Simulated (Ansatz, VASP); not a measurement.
## One calculation of Cs2ZnAs2, two programs

```
CELL_PARAMETERS angstrom
0.00000 0.00000 6.73121
7.12233 0.00000 0.00000
3.56116 6.90938 -3.36561
ATOMIC_POSITIONS crystal
Cs 0.35970 0.83148 0.71940
Cs 0.64030 0.16852 0.28060
Cs 0.14030 0.55088 0.28060
Cs 0.85970 0.44912 0.71940
Zn 0.25000 0.00000 0.00000
Zn 0.75000 0.00000 0.00000
As 0.10649 0.09359 0.21298
As 0.89351 0.90641 0.78702
As 0.39351 0.30657 0.78702
As 0.60649 0.69343 0.21298
```

Alike in both runs: task single point; functional r2SCAN; k mesh 6 × 6 × 6; no spin polarisation.

|  | VASP | Ansatz |
| --- | --- | --- |
| version | VASP 6.6.1 | Ansatz 0.2.0 |
| potentials or method | VASP PAW PBE potentials, release 64 (Cs_sv, Zn, As), cutoff 520 eV | PAW plane waves |
| occupations | fermi-dirac, width 0.1 eV | fermi-dirac |
| valence electrons in the cell | 80 | 120 |

```tsv
	VASP	Ansatz	Ansatz less VASP
pressure (GPa)	1.9	1.8	-0.10
traceless stress, the component that is largest in VASP (GPa)	-1.46	-1.46	+0.004
rms of the force components (eV/Å)	0.587	0.590	+0.0025
```

VASP's potentials were made for PBE, not for r2SCAN. Atom by atom the forces differ by 0.005 eV/Å (rms over components). VASP's potentials hold 80 valence electrons a cell and Ansatz's 120, so a difference there can come from the potentials and not from the codes.

Neither program's run includes spin-orbit coupling.
